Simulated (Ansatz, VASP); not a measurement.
## One calculation of Co, two programs

```xyz
4
Lattice="2.3848 0.0000 0.0000 -1.1924 2.0653 0.0000 0.0000 0.0000 7.7711" Properties=species:S:1:pos:R:3 pbc="T T T"
Co    0.0000    0.0000    7.7711
Co    0.0000    0.0000    3.8856
Co    0.0000    1.3769    1.9428
Co    1.1924    0.6884    5.8283
```

Alike in both runs: task single point; functional r2SCAN; k mesh 17 × 17 × 5; occupations fermi-dirac, width 0.1 eV; no spin polarisation.

|  | VASP | Ansatz |
| --- | --- | --- |
| version | VASP 6.6.1 | Ansatz 0.2.0 |
| potentials or method | VASP PAW PBE potentials, release 64 (Co), cutoff 520 eV | plane waves (500 eV) with PAW, scalar-relativistic |
| valence electrons in the cell | 36 | 68 |

|  | VASP | Ansatz | Ansatz less VASP |
| --- | --- | --- | --- |
| pressure (GPa) | 12.8 | 12.7 | -0.08 |
| traceless stress, the component that is largest in VASP (GPa) | 0.06 | 0.05 | -0.007 |

VASP's potentials were made for PBE, not for r2SCAN. With one functional, cell and mesh, what is left measures potentials, basis and numerics. VASP's potentials hold 36 valence electrons a cell and Ansatz's 68, so a difference there can come from the potentials and not from the codes.
